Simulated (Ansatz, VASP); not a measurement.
## Ca: VASP beside Ansatz

POSCAR

```
Ca
1.0
   -2.2624000000      2.2624000000      2.2400000000
    2.2624000000     -2.2624000000      2.2400000000
    2.2176000000      2.2176000000     -2.2400000000
Ca
1
Direct
    0.0000000000      0.0000000000      0.0000000000
```

INCAR.step1

```
  PREC = Accurate
  ENCUT = 520
  ISMEAR = -1
  SIGMA = 0.15
  LREAL = False
  LASPH = True
  NELM = 60
  NBANDS = 11
  GGA = PE
  ALGO = Normal
  EDIFF = 1E-4
  LWAVE = True
  LCHARG = False
```

Contents of INCAR.step2:

```
  PREC = Accurate
  ENCUT = 520
  EDIFF = 1E-6
  ISMEAR = -1
  SIGMA = 0.15
  LREAL = False
  LASPH = True
  NELM = 60
  ALGO = Normal
  ISIF = 2
  LWAVE = False
  LCHARG = False
  METAGGA = R2SCAN
  LMIXTAU = True
  NBANDS = 11
  ISTART = 1
```

Contents of KPOINTS:

```
regular mesh
0
Gamma
  11 11 11
```

Input for Ansatz:

```yaml
crystal:
  lattice:
    - [-2.2624000000000004, 2.2624000000000004, 2.24]
    - [2.2624000000000004, -2.2624000000000004, 2.24]
    - [2.2176, 2.2176, -2.24]
  atoms:
    - { symbol: Ca, position: [0.0, 0.0, 0.0] }
basis:
  ecutwfc: 544.22772491976
kpoints:
  mp_grid:
    grid: [11, 11, 11]
hamiltonian:
  xc: r2scan
scf:
  occupations:
    method: fermi_dirac
    width: 0.15
output:
  stress: true
```

Alike in both runs: task single point; functional r2SCAN; k mesh 11 × 11 × 11; occupations fermi-dirac, width 0.15 eV; no spin polarisation.

```csv
,VASP,Ansatz
version,VASP 6.6.1,Ansatz 0.2.0
potentials or method,"VASP PAW PBE potentials, release 64 (Ca_sv), cutoff 520 eV","plane waves, PAW"
valence electrons in the cell,10,10
```

```tsv
	VASP	Ansatz	Ansatz less VASP
pressure (GPa)	-0.6	-0.7	-0.05
traceless stress, the component that is largest in VASP (GPa)	0.31	0.31	-0.001
```

VASP's potentials were made for PBE, not for r2SCAN.
